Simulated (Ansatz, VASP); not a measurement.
## Ti2Al in VASP and in Ansatz

```xyz
3
Lattice="0.0000 2.9953 2.9953 2.9953 0.0000 2.9953 2.9953 2.9953 0.0000" Properties=species:S:1:pos:R:3 pbc="T T T"
Ti    1.4977    1.4977    1.4977
Ti    4.4930    4.4930    4.4930
Al    0.0000    0.0000    0.0000
```

Change from the starting cell: species swapped into the Mg2Ge type (Fm-3m, No. 225).

Alike in both runs: task relaxation of cell and atoms; functional PBE; k mesh 6 × 6 × 6; occupations gaussian, width 0.1 eV; no spin polarisation.

|  | VASP | Ansatz |
| --- | --- | --- |
| version | VASP 6.6.1 | Ansatz 0.2.0 |
| potentials or method | VASP PAW PBE potentials, release 64 (Ti_sv, Al), cutoff 600 eV | scalar-relativistic, plane waves, PAW |
| valence electrons in the cell | 27 | 27 |

|  | VASP | Ansatz | Ansatz less VASP |
| --- | --- | --- | --- |
| gap on the k mesh at the Fermi level, each at its own relaxed structure (eV) | none | none | - |
| relaxed volume (Å³/atom) | 19.68 | 19.69 | +0.014 |
| relaxed length of the cell vector where the two differ most in proportion (Å) | 4.371 | 4.372 | +0.0010 |

A gap of «none» marks a metal or a gap that the smearing closes.
